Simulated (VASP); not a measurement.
Au: single point with r2SCAN

The system is Au.

```
Au
1.0
     2.06219    2.06219    0.00000
    -2.06219    2.06219    0.00000
     0.00000    0.00000    4.04189
Au
2
Cartesian
  0.0000 0.0000 0.0000
  0.0000 2.0622 2.0209
```

This cell differs from its parent crystal: strain along c alone, the other axes held: -2.0 %.

```yaml
Program: VASP 6.6.1
Task: single point
Functional: r2SCAN
Potentials_or_basis: VASP PAW PBE potentials, release 64 (Au)
Cutoff: 520 eV
k_mesh: 18 × 18 × 12
Occupations: gaussian, width 0.1 eV
Spin: no spin polarisation
```

The pressure is 3.7 GPa. The band gap on the k mesh is zero (bands 11 and 12 overlap by 7.66 eV).

Stress tensor (GPa, compression positive):
```
3.62 0.00 0.00
0.00 3.62 0.00
0.00 0.00 3.74
```

Levels at points of the mesh, in eV from the Fermi level:
| k point | band 9 | band 10 | band 11 | band 12 | band 13 | band 14 |
| --- | --- | --- | --- | --- | --- | --- |
| (0.00, 0.00, 0.00) | -2.26 | -1.85 | -1.85 | 1.41 | 6.23 | 10.21 |
| (0.50, 0.00, 0.00) | -3.45 | -3.45 | -0.50 | -0.50 | 9.16 | 9.16 |
| (0.50, 0.50, 0.00) | -1.80 | -1.80 | 1.05 | 1.05 | 5.74 | 5.74 |
| (0.00, 0.00, 0.50) | -3.73 | -3.73 | -2.93 | -2.93 | 15.25 | 15.25 |
| (0.50, 0.00, 0.50) | -2.15 | -2.15 | -0.80 | -0.80 | 3.09 | 3.09 |
| (0.50, 0.50, 0.50) | -1.94 | -1.94 | 4.68 | 4.68 | 6.59 | 6.59 |

Wall time 3.3 min on 1 thread of Intel(R) Xeon(R) 6975P-C (Granite Rapids) (shared host), peak memory 0.31 GiB.

Caveat: the cell differs from its parent crystal (strain along c alone, the other axes held: -2.0 %); the cell stands under pressure; the PAW data sets were made with another functional, which shifts forces and pressure a little; spin-orbit coupling is left out, which moves the levels of the heavy elements.
